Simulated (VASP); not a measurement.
Set up this calculation in VASP 6.6.1, as the native input.

* Task: relaxation of cell and atoms
* Functional: PBE
* Potentials or basis: VASP PAW PBE potentials, release 64 (Sb, Se, Br)
* Cutoff: 600 eV
* k mesh: 6 × 6 × 6
* Occupations: gaussian, width 0.1 eV
* Spin: no spin polarisation
* Dipole correction: no
* Further INCAR settings: ALGO = Normal; EDIFF = 1e-07; IBRION = 2; EDIFFG = -0.01; NSW = 100; ISIF = 3

The structure of SbSeBr3 lies in POSCAR:

```
SbSeBr3
1.0
    3.7835815700      2.1844518400      3.0901465900
   -3.7835815700      2.1844518400      3.0901465900
    0.0000000000     -4.3689036800      3.0901465900
Sb Se Br
1 1 3
Direct
    0.0095460800      0.0095460800      0.0095460800
    0.5119105300      0.5119105300      0.5119105300
    0.5126222100      0.0122175500      0.5126222100
    0.5126222100      0.5126222100      0.0122175500
    0.0122175500      0.5126222100      0.5126222100
```

The cell was generated, and may not be a known phase.

These files were run (other wordings do the same):

INCAR

```
SYSTEM = SbSeBr3
PREC = Accurate ; ENCUT = 600
EDIFF = 1E-7 ; ISMEAR = 0
SIGMA = 0.1 ; LREAL = .FALSE.
LASPH = .TRUE. ; NELM = 80
ALGO = Normal ; ISIF = 3
LWAVE = .FALSE. ; LCHARG = .FALSE.
GGA = PE ; IBRION = 2
NSW = 100 ; EDIFFG = -0.01
```

KPOINTS

```
regular mesh
0
G
  6 6 6
  0 0 0
```

Potentials or basis: VASP PAW PBE potentials, release 64 (Sb, Se, Br).

Command:

```bash
$ cat potpaw_PBE.64/Sb/POTCAR potpaw_PBE.64/Se/POTCAR potpaw_PBE.64/Br/POTCAR > POTCAR
$ mpirun -np 1 vasp_std > vasp.out
```

Results of the run:

```
Relaxed volume                        : 62.35 Å³/atom
Relaxed cell                          : a = 6.789 Å, b = 6.789 Å, c = 6.789 Å, α = 87.17°, β = 87.17°, γ = 87.17°
Space group after relaxing (to 0.1 Å) : R3m (No. 160)
Pressure after relaxing               : 0.0 GPa
Largest force after relaxing          : 0.006 eV/Å
Band gap on the k mesh                : 0.12 eV (least direct gap 0.24 eV)
```

Caveat: the volume moved by over 15 % at a fixed basis, so the end points are rough; semilocal functionals underestimate gaps, and a narrow one can read as zero; spin-orbit coupling is left out, which moves the levels of the heavy elements.

It took 51 min on 1 thread of Intel(R) Xeon(R) 6975P-C (Granite Rapids) (shared host), peak memory 0.44 GiB.
